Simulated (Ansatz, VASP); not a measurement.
## One calculation of Li4F, two programs

```
Li F
1.0
     3.77004    0.00000    0.00000
     0.00000    3.77004    0.00000
     0.00000    0.00000    5.37953
Li F
4 1
Direct
  0.50000 0.00000 0.24123
  0.00000 0.50000 0.75877
  0.50000 0.00000 0.75877
  0.00000 0.50000 0.24123
  0.00000 0.00000 0.00000
```

Change from the starting cell: ordered vacancies on the anion sites of antifluorite (P4/mmm, No. 123).

Alike in both runs: task relaxation of cell and atoms; functional PBE; k mesh 10 × 10 × 8; occupations gaussian, width 0.1 eV; no spin polarisation.

```csv
,VASP,Ansatz
version,VASP 6.6.1,Ansatz 0.2.0
potentials or method,"VASP PAW PBE potentials, release 64 (Li_sv, F), cutoff 600 eV","scalar-relativistic, plane waves, PAW"
valence electrons in the cell,19,19
```

Ansatz gave:

| Quantity | Value |
| --- | --- |
| gap on the k mesh at the Fermi level, each at its own relaxed structure (eV) | none |
| relaxed volume (Å³/atom) | 15.25 |
| relaxed length of the cell vector where the two differ most in proportion (Å) | 5.354 |

Task: What did VASP give for the same quantities?

Result: gap on the k mesh at the Fermi level, each at its own relaxed structure (eV): none; relaxed volume (Å³/atom): 15.03; relaxed length of the cell vector where the two differ most in proportion (Å): 5.327.

A gap of «none» marks a metal or a gap that the smearing closes.

Noted on VASP's run: the cutoff is under 1.25 times that of the potentials, so the pressure is a little rough.
